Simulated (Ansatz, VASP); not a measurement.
ZnSe: VASP beside Ansatz

POSCAR

```
ZnSe
1.0
    0.0000000000      2.8324425400      2.8324425400
    2.8324425400      0.0000000000      2.8324425400
    2.8324425400      2.8324425400      0.0000000000
Zn Se
1 1
Direct
    0.0000000000      0.0000000000      0.0000000000
    0.2500000000      0.2500000000      0.2500000000
```

The input INCAR.step1:

```
SYSTEM = ZnSe
PREC     = Accurate       ! precision mode
ENCUT    = 600            ! plane-wave cutoff, eV
ISMEAR   = 0              ! smearing method
SIGMA    = 0.02           ! smearing width, eV
LREAL    = .False.        ! projectors in reciprocal space
LASPH    = .True.         ! aspherical terms in the spheres
NELM     = 80             ! most SCF steps
GGA      = PE             ! functional
ALGO     = Normal         ! electronic algorithm
EDIFF    = 1E-4           ! SCF threshold, eV
LWAVE    = .True.         ! write WAVECAR
LCHARG   = .False.        ! write CHGCAR
```

INCAR.step2

```
SYSTEM = ZnSe
PREC     = Accurate       ! precision mode
ENCUT    = 600            ! plane-wave cutoff, eV
EDIFF    = 1E-7           ! SCF threshold, eV
ISMEAR   = 0              ! smearing method
SIGMA    = 0.02           ! smearing width, eV
LREAL    = .False.        ! projectors in reciprocal space
LASPH    = .True.         ! aspherical terms in the spheres
NELM     = 80             ! most SCF steps
ALGO     = Normal         ! electronic algorithm
ISIF     = 3              ! what is computed and relaxed
LWAVE    = .False.        ! write WAVECAR
LCHARG   = .False.        ! write CHGCAR
METAGGA  = R2SCAN         ! meta-GGA
LMIXTAU  = .True.       
IBRION   = 2              ! ionic algorithm
NSW      = 100            ! ionic steps
EDIFFG   = -0.002         ! ionic threshold
ISTART   = 1
```

KPOINTS

```
regular mesh
0
Gamma
  8 8 8
  0 0 0
```

Input for Ansatz:

```yaml
crystal:
  lattice:
    - [0.0, 2.83244254, 2.83244254]
    - [2.83244254, 0.0, 2.83244254]
    - [2.83244254, 2.83244254, 0.0]
  atoms:
    - { symbol: Zn, position: [0.0, 0.0, 0.0] }
    - { symbol: Se, position: [0.25, 0.25, 0.25] }
basis:
  ecutwfc: 500
kpoints:
  mp_grid: { grid: [8, 8, 8] }
hamiltonian:
  xc: r2scan
  pseudopotentials: { kind: paw, azcp: { folder: soft_1 } }
scf:
  occupations: { method: gaussian, width: 0.02 }
output:
  forces: true
  stress: true
  eigenvalues: true
relax:
  adjacent_minimum: "off"
  f_tol: 0.002
  max_steps: 80
  cell: { stress_tol: 0.02 }
```

Alike in both runs: task relaxation of cell and atoms; functional r2SCAN; k mesh 8 × 8 × 8; occupations gaussian, width 0.02 eV; no spin polarisation.

|  | VASP | Ansatz |
| --- | --- | --- |
| version | VASP 6.6.1 | Ansatz 0.2.0 |
| potentials or method | VASP PAW PBE potentials, release 64 (Zn, Se), cutoff 600 eV | scalar-relativistic, plane waves, PAW |
| valence electrons in the cell | 18 | 28 |

VASP gave:

```
gap on the k mesh at the Fermi level, each at its own relaxed structure (eV) : 1.87
relaxed volume (Å³/atom)                                                     : 22.75
relaxed cell length with the largest relative difference (Å)                 : 4.007
```

Question: Estimate Ansatz's values.

Answer: gap on the k mesh at the Fermi level, each at its own relaxed structure (eV): 1.86; relaxed volume (Å³/atom): 22.73; relaxed cell length with the largest relative difference (Å): 4.006.

VASP's potentials were made for PBE, not for r2SCAN. VASP's potentials hold 18 valence electrons a cell and Ansatz's 28, so a difference there can come from the potentials and not from the codes.
